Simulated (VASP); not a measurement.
Set up this calculation in VASP 6.6.1, as the native input.

- Task: single point
- Functional: PBE
- Potentials or basis: VASP PAW PBE potentials, release 64 (Si)
- Cutoff: 520 eV
- k mesh: 12 × 12 × 6
- Occupations: gaussian, width 0.05 eV
- Spin: no spin polarisation
- Dipole correction: no
- Further INCAR settings: ALGO = Normal; EDIFF = 1e-06; NBANDS = 16

The structure of Si lies in POSCAR:

```
Si
1.0
    3.9567452140      0.0000000000      0.0000000000
   -1.9783726070      3.4266418716      0.0000000000
    0.0000000000      0.0000000000      6.0292883571
Si
4
Direct
    0.3333333333      0.6666666667      0.0582185610
    0.6666666667      0.3333333333      0.5582185610
    0.3333333333      0.6666666667      0.4417814390
    0.6666666667      0.3333333333      0.9417814390
```

This isn't the form of Si at room conditions, which is diamond.

This cell differs from its parent crystal: atoms shifted along a free coordinate, c/a of the conventional cell at fixed volume 1.5238.

One way to write it, as run:

INCAR

```
PREC = Accurate
ENCUT = 520
EDIFF = 1E-6
ISMEAR = 0
SIGMA = 0.05
LREAL = F
LASPH = T
NELM = 80
ALGO = Normal
ISIF = 2
LWAVE = F
LCHARG = F
GGA = PE
NBANDS = 16
```

KPOINTS

```
Automatic mesh
0
Gamma
  12 12 6
```

Potentials or basis: VASP PAW PBE potentials, release 64 (Si).

Run with:

```bash
$ cat potpaw_PBE.64/Si/POTCAR > POTCAR
$ mpirun -np 1 vasp_std > vasp.out
```

Results of the run:

```
Pressure      : 0.3 GPa
Largest force : 0.173 eV/Å
```

It took 2.8 min on 1 thread of Intel Xeon 8259CL, on a shared host, peak memory 0.23 GiB.
